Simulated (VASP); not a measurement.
Runs of VASP 6.6.1 on KZnF3. The structure is that of space group Pm-3m (No. 221), or close to it. The cells are those of the table. 

| level | cell | gap on the mesh (eV) | pressure (GPa) |
| --- | --- | --- | --- |
| PBE | a = 4.077 Å, 5 atoms | 3.85 | 3.2 |
| PBE | a = 4.050 Å, 5 atoms | 3.90 | 5.0 |
| PBEsol | a = 4.129 Å, 5 atoms | 3.60 | -3.7 |
| PBEsol | a = 4.103 Å, 5 atoms | (a) | -2.4 |
| PBEsol | a = 4.077 Å, 5 atoms | (b) | -1.1 |
| PBE | a = 4.103 Å, 5 atoms | 3.80 | (c) |
| PBEsol | a = 3.995 Å, 5 atoms | 3.86 | 4.3 |
| PBEsol | a = 4.050 Å, 5 atoms | 3.75 | 0.5 |

Alike in all rows: task single point; potentials or basis VASP PAW PBE potentials, release 64 (Zn, K_sv, F); no spin polarisation; k mesh 7 × 7 × 7; cutoff (eV) 520; smearing fermi-dirac 0.05 eV.

Fill in the values left out.

(a) 3.65; (b) 3.70; (c) 1.6.

Caveats: the PAW data sets were made with another functional, which shifts forces and pressure a little (some runs).

A k mesh can miss the band edges.
